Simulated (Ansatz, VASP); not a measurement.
# Two plane-wave programs on AlPt

```
CELL_PARAMETERS angstrom
3.06231 0.00000 0.00000
0.00000 3.05944 0.00004
0.00000 0.00004 3.05993
ATOMIC_POSITIONS crystal
Al 0.00000 0.00000 0.00000
Pt 0.50000 0.50000 0.50000
```

Alike in both runs: task single point; functional PBEsol; k mesh 12 × 12 × 12; occupations gaussian, width 0.15 eV; no spin polarisation; Hubbard terms Pt d U = 4.0 eV.

```csv
,VASP,Ansatz
version,VASP 6.6.1,Ansatz 0.2.0
potentials or method,"VASP PAW PBE potentials, release 64 (Al, Pt_sv_GW), cutoff 500 eV","scalar-relativistic, plane waves, PAW"
valence electrons in the cell,21,21
```

Ansatz gave:

| Quantity | Value |
| --- | --- |
| gap on the k mesh at the Fermi level (eV) | none |
| pressure (GPa) | 0.2 |

Estimate VASP's values.

gap on the k mesh at the Fermi level (eV): none; pressure (GPa): -4.0.

VASP's potentials were made for PBE, not for PBEsol. The programs project onto different local orbitals, so the same U acts differently, and such runs can settle in different states. A gap of «none» marks a metal or a gap that the smearing closes. Ansatz's warnings: filled band counts differ across k points, near symmetry operations not taken, structure snapped to symmetry.

Spin-orbit coupling is off throughout.
